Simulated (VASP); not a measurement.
The system is HRh2.

```xyz
3
Lattice="0.0000 2.4565 2.4565 2.4565 0.0000 2.4565 2.4565 2.4565 0.0000" Properties=species:S:1:pos:R:3 pbc="T T T"
H     0.0000    0.0000    0.0000
Rh    1.2283    1.2283    1.2283
Rh    3.6848    3.6848    3.6848
```

The cell was built from a structure type or drawn by symmetry, and may not be a known phase.

```yaml
Program: VASP 6.6.1
Task: relaxation of cell and atoms
Functional: PBE
Potentials_or_basis: VASP PAW PBE potentials, release 64 (H, Rh_pv)
Cutoff: 600 eV
k_mesh: 6 × 6 × 6
Occupations: gaussian, width 0.1 eV
Spin: no spin polarisation
```

At the start: pressure 38.2 GPa; volume 9.88 Å³/atom.

**Question.** How do energy, volume and symmetry change on relaxing?

**Answer.** Over 4 steps the energy falls by 154.1 meV/atom and the volume is 11.38 Å³/atom (+15.2 %); space group Fm-3m (No. 225, to 0.1 Å) before and after.

The path:
| step | energy change (eV) | largest force (eV/Å) | pressure (GPa) | volume (Å³) |
| --- | --- | --- | --- | --- |
| 1 | 0.0000 | 0.0000 | 38.17 | 29.65 |
| 2 | 0.1085 | 0.0000 | -22.25 | 40.94 |
| 3 | -0.4617 | 0.0000 | -1.01 | 34.29 |
| 4 | -0.4623 | 0.0000 | -0.23 | 34.15 |

Final structure:
```cif
data_structure
_symmetry_space_group_name_H-M 'P 1'
_symmetry_Int_Tables_number 1
_cell_length_a 3.6415
_cell_length_b 3.6415
_cell_length_c 3.6415
_cell_angle_alpha 60.000
_cell_angle_beta 60.000
_cell_angle_gamma 60.000
_cell_volume 34.15
loop_
_atom_site_label
_atom_site_type_symbol
_atom_site_fract_x
_atom_site_fract_y
_atom_site_fract_z
_atom_site_occupancy
H1 H 0.00000 0.00000 0.00000 1
Rh1 Rh 0.25000 0.25000 0.25000 1
Rh2 Rh 0.75000 0.75000 0.75000 1
```

Caveat: the k points lie up to 0.35 Å⁻¹ apart in the final cell, too coarse for converged energies and pressures of a metal; the volume moved by over 15 % at a fixed basis, so the end points are rough.
